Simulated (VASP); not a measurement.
# HfO2 (Fm-3m) in VASP: settings compared

Aim: see how the results for HfO2 move with the level of theory and the settings. Levels: PBEsol, r2SCAN. Tasks: vibrations by perturbation theory, dielectric tensor.

Everything below comes from runs of VASP 6.6.1. Logs are shortened: lines on timing, memory, paths and dates and some standing lists are left out, and cuts for length are marked.

**1. The cell of the first run**

Symmetry: Fm-3m, No. 225, cubic system. The conventional cell has a = 5.044 Å, b = 5.044 Å, c = 5.044 Å, α = 90.00°, β = 90.00°, γ = 90.00°. Within 2.9 Å of Hf (site symmetry m-3m) lie 8 O at 2.18 Å. Within 2.9 Å of O (site symmetry -43m) lie 4 Hf at 2.18 Å and 6 O at 2.52 Å.

**2. Vibrations by perturbation theory, PBEsol**

Input file INCAR:

```
PREC = Accurate
ENCUT = 520
EDIFF = 1E-8
ISMEAR = 0
SIGMA = 0.01
LREAL = F
LASPH = T
NELM = 100
ALGO = Normal
ISIF = 2
LWAVE = F
LCHARG = F
GGA = PS
IBRION = 8
NSW = 1
LEPSILON = T
```

Input file KPOINTS:

```
regular mesh
0
Gamma
  6 6 6
```

Input file POSCAR:

```
HfO2
1.0
    0.0000000000      2.5219132259      2.5219132259
    2.5219132259      0.0000000000      2.5219132259
    2.5219132259      2.5219132259      0.0000000000
Hf O
1 2
Direct
    0.0000000000      0.0000000000      0.0000000000
    0.7500000000      0.7500000000      0.7500000000
    0.2500000000      0.2500000000      0.2500000000
```

Potentials or basis: VASP PAW PBE potentials, release 64 (Hf_pv, O).

Started as:

```console
$ cat potpaw_PBE.64/Hf_pv/POTCAR potpaw_PBE.64/O/POTCAR > POTCAR
$ mpirun -np 1 vasp_std > vasp.out
```

OUTCAR:

```text
PREC = Accurate
   ENCUT = 520
   EDIFF = 1E-8
   ISMEAR = 0
   LREAL = F
   LASPH = T
   NELM = 100
   ISIF = 2
   GGA = PS
   IBRION = 8
   NSW = 1
   LEPSILON = T

 ion  position               nearest neighbor table
   1  0.000  0.000  0.000-   2 2.18   2 2.18   2 2.18   2 2.18   3 2.18   3 2.18   3 2.18   3 2.18

   2  0.750  0.750  0.750-   1 2.18   1 2.18   1 2.18   1 2.18
   3  0.250  0.250  0.250-   1 2.18   1 2.18   1 2.18   1 2.18

  LATTYP: Found a face centered cubic cell.
 ALAT       =     5.0438264518

  Lattice vectors:

 A1 = (   0.0000000000,   2.5219132259,   2.5219132259)
 A2 = (   2.5219132259,   0.0000000000,   2.5219132259)
 A3 = (   2.5219132259,   2.5219132259,   0.0000000000)

Analysis of symmetry for initial positions (statically):
=====================================================================
 Subroutine PRICEL returns:
 Original cell was already a primitive cell.

 Routine SETGRP: Setting up the symmetry group for a
 face centered cubic supercell.

 Subroutine GETGRP returns: Found 48 space group operations
 (whereof 48 operations were pure point group operations)
 out of a pool of 48 trial point group operations.

The static configuration has the point symmetry O_h .

Analysis of symmetry for dynamics (positions and initial velocities):
=====================================================================
 Subroutine PRICEL returns:
 Original cell was already a primitive cell.

 Routine SETGRP: Setting up the symmetry group for a
 face centered cubic supercell.

 Subroutine GETGRP returns: Found 48 space group operations
 (whereof 48 operations were pure point group operations)
 out of a pool of 48 trial point group operations.

The dynamic configuration has the point symmetry O_h .

 Subroutine INISYM returns: Found 48 space group operations
 (whereof 48 operations are pure point group operations),
 and found     1 'primitive' translations

----------------------------------------------------------------------------------------

                                     Primitive cell

  volume of cell :      32.0790

  direct lattice vectors                    reciprocal lattice vectors
     0.000000000  2.521913226  2.521913226    -0.198262174  0.198262174  0.198262174
     2.521913226  0.000000000  2.521913226     0.198262174 -0.198262174  0.198262174
     2.521913226  2.521913226  0.000000000     0.198262174  0.198262174 -0.198262174

  length of vectors
     3.566523887  3.566523887  3.566523887     0.343400159  0.343400159  0.343400159

  position of ions in fractional coordinates (direct lattice)
     0.000000000  0.000000000  0.000000000
     0.750000000  0.750000000  0.750000000
     0.250000000  0.250000000  0.250000000

  ion indices of the primitive-cell ions
   primitive index   ion index
[... 450 lines left out ...]

--------------------------------------- Ionic step        2  -------------------------------------------

------------------------ aborting loop because EDIFF is reached ----------------------------------------

--------------------------------------- Ionic step        3  -------------------------------------------

------------------------ aborting loop because EDIFF is reached ----------------------------------------

 PIEZOELECTRIC TENSOR FIELD DIRECTION 3  (e Angst)
 -----------------------------------------------------------------------------
     0.00009  0.00000  0.00000           ( -0.00001  0.00000  0.00000)
     0.00000  0.00009 -0.00000           (  0.00000 -0.00001  0.00000)
     0.00000 -0.00000 -0.00059           (  0.00000  0.00000 -0.00000)

 PIEZOELECTRIC TENSOR FIELD DIRECTION 3  (C/m^2)
 -----------------------------------------------------------------------------
     0.00004  0.00000  0.00000
     0.00000  0.00004 -0.00000
     0.00000 -0.00000 -0.00029

--------------------------------------- Ionic step        4  -------------------------------------------

------------------------ aborting loop because EDIFF is reached ----------------------------------------

[... ionic steps 5 to 6 ...]

--------------------------------------- Ionic step        7  -------------------------------------------

 Free energy of the ion-electron system (eV)
  ---------------------------------------------------
  ---------------------------------------------------
  free energy    TOTEN  =        -0.36574090 eV

  energy without entropy =       -0.36574090

------------------------ aborting loop because EDIFF is reached ----------------------------------------

 INTERNAL STRAIN TENSOR  FOR ION    2  DIRECTION 1   (eV/Angst):
 -----------------------------------------------------------------------------
     0.00313  0.00000  0.00000
     0.00000 -0.00121  7.28201
     0.00000  7.28201 -0.00121

 MACROSCOPIC STATIC DIELECTRIC TENSOR (including local field effects in DFT)
 ------------------------------------------------------
           5.326136     0.000000     0.000000
          -0.000000     5.326136     0.000000
           0.000000    -0.000000     5.326136
 ------------------------------------------------------

 PIEZOELECTRIC TENSOR (including local field effects)  for field in x, y, z        (e  Angst)
          XX          YY          ZZ          XY          YZ          ZX
  --------------------------------------------------------------------------------
  x     0.00000     0.00000     0.00000     0.00000     0.00000     0.00000
  y     0.00000     0.00000     0.00000     0.00000     0.00000     0.00000
  z     0.00000     0.00000     0.00000     0.00000     0.00000     0.00000

 PIEZOELECTRIC TENSOR (including local field effects)  for field in x, y, z        (C/m^2)
          XX          YY          ZZ          XY          YZ          ZX
  --------------------------------------------------------------------------------
  x     0.00000     0.00000     0.00000     0.00000     0.00000     0.00000
  y     0.00000     0.00000     0.00000     0.00000     0.00000     0.00000
  z     0.00000     0.00000     0.00000     0.00000     0.00000     0.00000

 BORN EFFECTIVE CHARGES (including local field effects) (in |e|, cummulative output)
 ---------------------------------------------------------------------------------
 ion    1
    1     5.52431     0.00000     0.00000
    2     0.00000     5.52431     0.00000
    3     0.00000     0.00000     5.52431
 ion    2
    1    -2.76215     0.00000     0.00000
    2     0.00000    -2.76215     0.00000
    3     0.00000     0.00000    -2.76215
 ion    3
    1    -2.76215     0.00000     0.00000
    2     0.00000    -2.76215     0.00000
    3     0.00000     0.00000    -2.76215

 INTERNAL STRAIN TENSOR FOR ION    3 for displacements in x,y,z  (eV/Angst):
          X           Y           Z          XY          YZ          ZX
  --------------------------------------------------------------------------------
  x    -0.00000     0.00000     0.00000     0.00000    -7.28201     0.00000
  y    -0.00000    -0.00000    -0.00000     0.00000     0.00000    -7.28201
  z    -0.00000    -0.00000    -0.00000    -7.28201     0.00000     0.00000

 SECOND DERIVATIVES (NOT SYMMETRIZED)
 ------------------------------------
               1X          1Y          1Z          2X          2Y          2Z          3X          3Y          3Z
  1X    -5.399779    0.000000    0.000000    2.699890    0.000000    0.000000    2.699890    0.000000    0.000000
  1Y     0.000000   -5.399779    0.000000    0.000000    2.699890    0.000000    0.000000    2.699890    0.000000
  1Z     0.000000    0.000000   -5.399779    0.000000    0.000000    2.699890    0.000000    0.000000    2.699890
  2X     2.685974   -0.000000   -0.000000  -11.132774    0.000000    0.000000    8.446800   -0.000000   -0.000000
  2Y    -0.000000    2.685974    0.000000    0.000000  -11.132774    0.000000   -0.000000    8.446800    0.000000
  2Z    -0.000000    0.000000    2.685974    0.000000    0.000000  -11.132774   -0.000000    0.000000    8.446800
  3X     2.685974   -0.000000   -0.000000    8.446800   -0.000000   -0.000000  -11.132774    0.000000    0.000000
  3Y    -0.000000    2.685974    0.000000   -0.000000    8.446800    0.000000    0.000000  -11.132774    0.000000
  3Z    -0.000000    0.000000    2.685974   -0.000000    0.000000    8.446800    0.000000    0.000000  -11.132774

 Eigenvectors and eigenvalues of the dynamical matrix
 ----------------------------------------------------

   1 f  =   17.293877 THz   108.660633 2PiTHz  576.861637 cm-1    71.521695 meV
             X         Y         Z           dx          dy          dz
      0.000000  0.000000  0.000000    -0.000000    0.000000   -0.000000
      3.782870  3.782870  3.782870    -0.707101    0.002957    0.000000
      1.260957  1.260957  1.260957     0.707101   -0.002957    0.000000
[... 43 lines left out ...]
   9 f/i=    0.006467 THz     0.040633 2PiTHz    0.215715 cm-1     0.026745 meV
             X         Y         Z           dx          dy          dz
      0.000000  0.000000  0.000000     0.903171    0.177731   -0.000634
      3.782870  3.782870  3.782870     0.271110    0.053351   -0.000190
      1.260957  1.260957  1.260957     0.271110    0.053351   -0.000190

--------------------------------------------------------------------------------------------------------

 MACROSCOPIC STATIC DIELECTRIC TENSOR IONIC CONTRIBUTION
 ------------------------------------------------------
          31.935278    -0.000000     0.000000
          -0.000000    31.935278     0.000000
           0.000000     0.000000    31.935278
 ------------------------------------------------------

 ELASTIC MODULI CONTR FROM IONIC RELAXATION (kBar)
 Direction    XX          YY          ZZ          XY          YZ          ZX
 --------------------------------------------------------------------------------
 XX          -0.0000      0.0000      0.0000     -0.0000     -0.0000     -0.0000
 YY           0.0000     -0.0000     -0.0000     -0.0000      0.0000     -0.0000
 ZZ           0.0000     -0.0000     -0.0000     -0.0000      0.0000     -0.0000
 XY          -0.0000     -0.0000     -0.0000   -270.5322      0.0000     -0.0000
 YZ          -0.0000      0.0000      0.0000      0.0000   -270.5322      0.0000
 ZX          -0.0000     -0.0000     -0.0000     -0.0000      0.0000   -270.5322
 --------------------------------------------------------------------------------

 PIEZOELECTRIC TENSOR IONIC CONTR  for field in x, y, z        (C/m^2)
          XX          YY          ZZ          XY          YZ          ZX
  --------------------------------------------------------------------------------
  x    -0.00000     0.00000     0.00000     0.00000    -0.00000    -0.00000
  y     0.00000     0.00000     0.00000     0.00000    -0.00000     0.00000
  z    -0.00000    -0.00000    -0.00000    -0.00000    -0.00000    -0.00000
```

Wall time 91 s (1 thread of Intel Xeon 6975P-C (Granite Rapids), shared host); peak memory 0.23 GiB.

What came out:

* Electronic dielectric tensor (diagonal): 5.33
* Born charges (mean of the diagonal): Hf +5.52; O -2.76 e
* Highest phonon frequency at Γ, LO-TO splitting left out: 577 cm⁻¹

Phonon frequencies in cm⁻¹ (negative: imaginary):
| q point | frequencies |
| --- | --- |
| (0.000, 0.000, 0.000) | 0 0 0 232 232 232 577 577 577 |

Electronic dielectric tensor:
```
5.33 0.00 0.00
0.00 5.33 0.00
0.00 0.00 5.33
```

Born effective charge tensors (e):
atom 1, Hf
```
5.52 0.00 0.00
0.00 5.52 0.00
0.00 0.00 5.52
```
atom 2, O
```
-2.76  0.00  0.00
 0.00 -2.76  0.00
 0.00  0.00 -2.76
```
atom 3, O
```
-2.76  0.00  0.00
 0.00 -2.76  0.00
 0.00  0.00 -2.76
```

Caveat: the cell stands under pressure or tension, which shifts response properties; spin-orbit coupling is left out, which moves the levels of the heavy elements.

[end of part 1 of 2]
